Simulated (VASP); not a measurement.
# Ru in VASP: notebook, part 2 of 3

VASP 6.6.1.

**4. Single point, PBE (strained)**

INCAR reads:

```
  PREC = Accurate
  ENCUT = 520
  EDIFF = 1E-6
  ISMEAR = 0
  SIGMA = 0.1
  LREAL = F
  LASPH = T
  NELM = 60
  ALGO = Normal
  ISIF = 2
  LWAVE = F
  LCHARG = F
  GGA = PE
  NBANDS = 13
```

KPOINTS reads:

```
Automatic mesh
0
Gamma
  18 18 18
```

POSCAR reads:

```
Ru
1.0
    0.0000000000      1.9913510500      1.9913510500
    1.9913510500      0.0000000000      1.9913510500
    1.9913510500      1.9913510500      0.0000000000
Ru
1
Direct
    0.0000000000      0.0000000000      0.0000000000
```

Potentials or basis: VASP PAW PBE potentials, release 64 (Ru_pv).

Launch:

```
$ cat potpaw_PBE.64/Ru_pv/POTCAR > POTCAR
$ mpirun -np 1 vasp_std > vasp.out
```

OUTCAR:

```text
PREC = Accurate
   ENCUT = 520
   EDIFF = 1E-6
   ISMEAR = 0
   LREAL = F
   LASPH = T
   NELM = 60
   ISIF = 2
   GGA = PE

 ion  position               nearest neighbor table
   1  0.000  0.000  0.000-

  LATTYP: Found a face centered cubic cell.
 ALAT       =     3.9827021000

  Lattice vectors:

 A1 = (   0.0000000000,   1.9913510500,   1.9913510500)
 A2 = (   1.9913510500,   0.0000000000,   1.9913510500)
 A3 = (   1.9913510500,   1.9913510500,   0.0000000000)

Analysis of symmetry for initial positions (statically):
=====================================================================
 Subroutine PRICEL returns:
 Original cell was already a primitive cell.

 Routine SETGRP: Setting up the symmetry group for a
 face centered cubic supercell.

 Subroutine GETGRP returns: Found 48 space group operations
 (whereof 48 operations were pure point group operations)
 out of a pool of 48 trial point group operations.

The static configuration has the point symmetry O_h .

Analysis of symmetry for dynamics (positions and initial velocities):
=====================================================================
 Subroutine PRICEL returns:
 Original cell was already a primitive cell.

 Routine SETGRP: Setting up the symmetry group for a
 face centered cubic supercell.

 Subroutine GETGRP returns: Found 48 space group operations
 (whereof 48 operations were pure point group operations)
 out of a pool of 48 trial point group operations.

The dynamic configuration has the point symmetry O_h .

 Subroutine INISYM returns: Found 48 space group operations
 (whereof 48 operations are pure point group operations),
 and found     1 'primitive' translations

----------------------------------------------------------------------------------------

                                     Primitive cell

  volume of cell :      15.7933

  direct lattice vectors                    reciprocal lattice vectors
     0.000000000  1.991351050  1.991351050    -0.251085814  0.251085814  0.251085814
     1.991351050  0.000000000  1.991351050     0.251085814 -0.251085814  0.251085814
     1.991351050  1.991351050  0.000000000     0.251085814  0.251085814 -0.251085814

  length of vectors
     2.816195662  2.816195662  2.816195662     0.434893387  0.434893387  0.434893387

  position of ions in fractional coordinates (direct lattice)
     0.000000000  0.000000000  0.000000000

  ion indices of the primitive-cell ions
   primitive index   ion index
                 1           1

----------------------------------------------------------------------------------------

 KPOINTS: Automatic mesh

Automatic generation of k-mesh.
 Grid dimensions read from file:
 generate k-points for:   18   18   18

 Generating k-lattice:

  Cartesian coordinates                     Fractional coordinates (reciprocal lattice)
    -0.013949212  0.013949212  0.013949212     0.055555556  0.000000000  0.000000000
     0.013949212 -0.013949212  0.013949212     0.000000000  0.055555556  0.000000000
     0.013949212  0.013949212 -0.013949212     0.000000000  0.000000000  0.055555556

  Length of vectors
     0.024160744  0.024160744  0.024160744

  Shift w.r.t. Gamma in fractional coordinates (k-lattice)
     0.000000000  0.000000000  0.000000000

 Subroutine IBZKPT returns following result:
 ===========================================

 Found    195 irreducible k-points:

 Following reciprocal coordinates:
            Coordinates               Weight
  0.000000  0.000000  0.000000      1.000000
  0.055556  0.000000  0.000000      8.000000
  0.111111  0.000000  0.000000      8.000000
  0.166667  0.000000  0.000000      8.000000
  0.222222  0.000000  0.000000      8.000000
  0.277778  0.000000  0.000000      8.000000
[... 16 lines left out ...]
 -0.277778  0.055556  0.000000     24.000000
 -0.222222  0.055556  0.000000     24.000000
 [... further k-points ...]
   k-points           NKPTS =    195   k-points in BZ     NKDIM =    195   number of bands    NBANDS=     13
   number of dos      NEDOS =    301   number of ions     NIONS =      1
   total plane-waves  NPLWV =  13824
   dimension x,y,z NGX =    24 NGY =   24 NGZ =   24
   dimension x,y,z NGXF=    48 NGYF=   48 NGZF=   48
   ions per type =               1
   NGX,Y,Z   is equivalent  to a cutoff of  14.17, 14.17, 14.17 a.u.
   NGXF,Y,Z  is equivalent  to a cutoff of  28.34, 28.34, 28.34 a.u.
 SYSTEM =  unknown system
   PREC   = accura    normal or accurate (medium, high low for compatibility)
   ISTART =      0    job   : 0-new  1-cont  2-samecut
   ICHARG =      2    charge: 1-file 2-atom 10-const
   ISPIN  =      1    spin polarized calculation?
   LNONCOLLINEAR =      F non collinear calculations
   LSORBIT =      F    spin-orbit coupling
   LASPH  =      T    aspherical Exc in radial PAW
   ENCUT  =  520.0 eV  38.22 Ry    6.18 a.u.   5.24  5.24  5.24*2*pi/ulx,y,z
   NELM   =     60;   NELMIN=  2; NELMDL= -5     # of ELM steps
   EDIFF  = 0.1E-05   stopping-criterion for ELM
   LREAL  =      F    real-space projection
   EDIFFG = 0.1E-04   stopping-criterion for IOM
   NSW    =      0    number of steps for IOM
   IBRION =     -1    ionic relax: 0-MD 1-quasi-New 2-CG
   NFREE  =      0    steps in history (QN), initial steepest desc. (CG)
   ISIF   =      2    stress and relaxation
   ISYM   =      2    0-nonsym 1-usesym 2-fastsym
   POTIM  = 0.5000    time-step for ionic-motion
   TEBEG  =    0.0;   TEEND  =   0.0 temperature during run
   PSTRESS=    0.0 pullay stress
   NELECT =      14.0000    total number of electrons
   NUPDOWN=      -1.0000    fix difference up-down
   EMIN   =  10.00;   EMAX   =-10.00  energy-range for DOS
   EFERMI =   0.00;   METHOD = LEGACY
   ISMEAR =     0;   SIGMA  =   0.10  broadening in eV -4-tet -1-fermi 0-gaus
   EFERMI_NEDOS =   21; number of points for ismear=-14 and -15
   IALGO  =     38    algorithm
   IMIX   =      4    mixing-type and parameters
     AMIX     =   0.40;   BMIX     =  1.00
     AMIX_MAG =   1.60;   BMIX_MAG =  1.00
  volume/ion in A,a.u.               =      15.79       106.58
  Fermi-wavevector in a.u.,A,eV,Ry     =   1.572629  2.971838 33.649422  2.473163
  Thomas-Fermi vector in A             =   2.674035
   LORBIT       =      0    0 simple, 1 ext, 2 COOP (PROOUT), +10 PAW based schemes
   GGA     = PE    functional components
   LHFCALC =     F    Hartree Fock is set to
   AEXX    =    0.0000 exact exchange contribution
   IVDW    =     0    specifies the selected vdW correction
   LEPSILON=     F    determine dielectric tensor
   LRPA    =     F    only Hartree local field effects (RPA)
 non-spin polarized calculation
 Gauss-broadening in eV      SIGMA  =   0.10
  energy-cutoff  :      520.00
  volume of cell :       15.79
 maximum number of plane-waves:       444
 NGX is ok and might be reduce to    24
   NGX = 11   NGY = 11   NGZ = 11

 number of electron      14.0000000 magnetization

 Free energy of the ion-electron system (eV)
  ---------------------------------------------------
  ext. energy  EPLUGINS =         0.00000000
  ---------------------------------------------------
  free energy    TOTEN  =        -8.92070779 eV

  energy without entropy =       -8.91421823  energy(sigma->0) =       -8.91746301

 E-fermi :  10.1685     XC(G=0): -13.1986

 val. band max:       10.1592322034   @ k =   0.1667   0.0556   0.0000
 cond. band min:      10.1853928904   @ k =   0.3889   0.3333   0.0000
 fundamental gap:      0.0261606870
 Fermi energy:        10.1685304304

 k-point     1 :       0.0000    0.0000    0.0000
  band No.  band energies     occupation
      1     -32.1966      2.00000
      2     -32.1966      2.00000
      3     -32.1966      2.00000
      4       3.1795      2.00000
      5       8.1408      2.00000
      6       8.1408      2.00000
      7       8.1408      2.00000
      8      10.0719      1.82819
      9      10.0719      1.82819
     10      20.9388      0.00000
     11      25.2684      0.00000
     12      30.1949      0.00000
     13      30.1949      0.00000
[... 353 lines left out ...]
 k-point    24 :      -0.2222    0.0556    0.0000
  band No.  band energies     occupation
      1     -32.5041      2.00000
      2     -32.2595      2.00000
      3     -32.2318      2.00000
      4       4.9298      2.00000
      5       7.7241      2.00000
      6       8.4853      2.00000
      7       8.5470      2.00000
      8       9.8915      1.99991
      9      10.5194      0.00000
     10      20.9386      0.00000
     11      24.7487      0.00000
     12      26.8692      0.00000
     13      31.5143      0.00000

 [... further k-points ...]

------------------------ aborting loop because EDIFF is reached ----------------------------------------

  FORCE on cell =-STRESS in cart. coord.  units (eV):
  Direction    XX          YY          ZZ          XY          YZ          ZX
  --------------------------------------------------------------------------------------
  -------------------------------------------------------------------------------------
  Total       -2.8988831     -2.8988831     -2.8988831      0.0000000      0.0000000      0.0000000
  in kB     -294.0815711   -294.0815711   -294.0815711      0.0000000      0.0000000      0.0000000
  external PRESSURE =    -294.0815711 kB  Pullay stress =       0.0000000 kB

 VOLUME and BASIS-vectors are now :
 -----------------------------------------------------------------------------
  energy-cutoff  :      520.00
  volume of cell :       15.79
      direct lattice vectors                 reciprocal lattice vectors
     0.000000000  1.991351050  1.991351050    -0.251085814  0.251085814  0.251085814
     1.991351050  0.000000000  1.991351050     0.251085814 -0.251085814  0.251085814
     1.991351050  1.991351050  0.000000000     0.251085814  0.251085814 -0.251085814

 POSITION                                       TOTAL-FORCE (eV/Angst)
 -----------------------------------------------------------------------------------
      0.00000      0.00000      0.00000         0.000000      0.000000      0.000000
 -----------------------------------------------------------------------------------
    total drift:                               -0.000000     -0.000000      0.000000

  FREE ENERGIE OF THE ION-ELECTRON SYSTEM (eV)
  ---------------------------------------------------
  free  energy   TOTEN  =        -8.9207077893 eV

  energy  without entropy=       -8.9142182337  energy(sigma->0) =       -8.91746301
```

OSZICAR:

```text
N       E                     dE             d eps       ncg     rms          rms(c)
DAV:   1     0.105209903937E+03    0.10521E+03   -0.85260E+03  5078   0.112E+03
DAV:   2    -0.838751674736E+01   -0.11360E+03   -0.10924E+03  5520   0.316E+02
DAV:   3    -0.963882353858E+01   -0.12513E+01   -0.12464E+01  5750   0.366E+01
DAV:   4    -0.964267037897E+01   -0.38468E-02   -0.38468E-02  5550   0.222E+00
DAV:   5    -0.964269805332E+01   -0.27674E-04   -0.27673E-04  5820   0.171E-01    0.894E+00
DAV:   6    -0.894845765322E+01    0.69424E+00   -0.13050E+00  5195   0.144E+01    0.166E+00
DAV:   7    -0.892393028298E+01    0.24527E-01   -0.40527E-02  5615   0.228E+00    0.572E-01
DAV:   8    -0.892066413021E+01    0.32662E-02   -0.31278E-03  5120   0.719E-01    0.752E-02
DAV:   9    -0.892070426554E+01   -0.40135E-04   -0.66512E-05  5810   0.111E-01    0.219E-02
DAV:  10    -0.892070781739E+01   -0.35518E-05   -0.36050E-06  5145   0.207E-02    0.919E-04
DAV:  11    -0.892070778927E+01    0.28117E-07   -0.19107E-08  2775   0.160E-03
   1 F= -.89207078E+01 E0= -.89174630E+01  d E =-.648956E-02
```

stdout:

```text
POSCAR found type information on POSCAR Ru
 POSCAR found :  1 types and       1 ions
 scaLAPACK will be used
 LDA part: xc-table for (Slater+PW92), standard interpolation
 POSCAR, INCAR and KPOINTS ok, starting setup
 FFT: planning ... GRIDC
 FFT: planning ... GRID_SOFT
 FFT: planning ... GRID
 WAVECAR not read
 entering main loop
```

It took 33 s on 1 thread of Intel Xeon 8259CL, shared host; peak memory 0.17 GiB.

Results:

| Quantity | Value |
| --- | --- |
| Free energy | -8.9207 eV |
| Pressure | -29.4 GPa |
| Band gap on the k mesh | zero (bands 7 and 8 overlap by 2.68 eV) |

Caveat: the cell differs from its parent crystal (strained); the cell stands under tension.

[end of part 2 of 3]
